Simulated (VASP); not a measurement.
Wanted: the native input for a VASP 6.6.1 run.

| Quantity | Value |
| --- | --- |
| Task | electric field gradients |
| Functional | LDA |
| Potentials or basis | VASP PAW LDA potentials, release 64 (Si) |
| Cutoff | 520 eV |
| k mesh | 12 × 12 × 12 |
| Occupations | fermi-dirac, width 0.08 eV |
| Spin | no spin polarisation |
| Dipole correction | no |
| Further INCAR settings | ALGO = Normal; EDIFF = 1e-08; NBANDS = 11 |

The structure of Si lies in POSCAR:

```
Si
1.0
    0.0543094000      2.7426247000      2.7426247000
    2.7426247000      0.0543094000      2.7426247000
    2.7426247000      2.7426247000      0.0543094000
Si
2
Direct
    0.5000000000      0.5000000000      0.5000000000
    0.7500000000      0.7500000000      0.7500000000
```

This cell differs from its parent crystal: equal xy, yz and zx shear strains of +2 %.

One way to write it, as run:

INCAR

```
SYSTEM = Si
  ALGO = Normal
  EDIFF = 1E-8
  ENCUT = 520
  GGA = CA
  ISIF = 2
  ISMEAR = -1
  LASPH = .TRUE.
  LCHARG = .FALSE.
  LEFG = .TRUE.
  LREAL = .FALSE.
  LWAVE = .FALSE.
  NBANDS = 11
  NELM = 80
  PREC = Accurate
  SIGMA = 0.08
```

KPOINTS

```
k-points
0
G
  12 12 12
  0 0 0
```

Potentials or basis: VASP PAW LDA potentials, release 64 (Si).

Run with:

```bash
$ cat potpaw_LDA.64/Si/POTCAR > POTCAR
$ mpirun -np 1 vasp_std > vasp.out
```

It gave:

| Item | Value |
| --- | --- |
| Pressure | -1.3 GPa |
| Largest force | 0.291 eV/Å |
| Band gap on the k mesh | 0.43 eV (least direct gap 2.09 eV) |
| Largest electric field gradient by atom | Si +8.2 V/Å² |

Caveat: the cell differs from its parent crystal (equal xy, yz and zx shear strains of +2 %); without QUAD_EFG the Cq values of the log hold for a quadrupole moment of 1 mb, not for the nuclei.

It took 2.1 min on 1 thread of AMD EPYC 7R13, with other jobs on the host, peak memory 0.16 GiB.
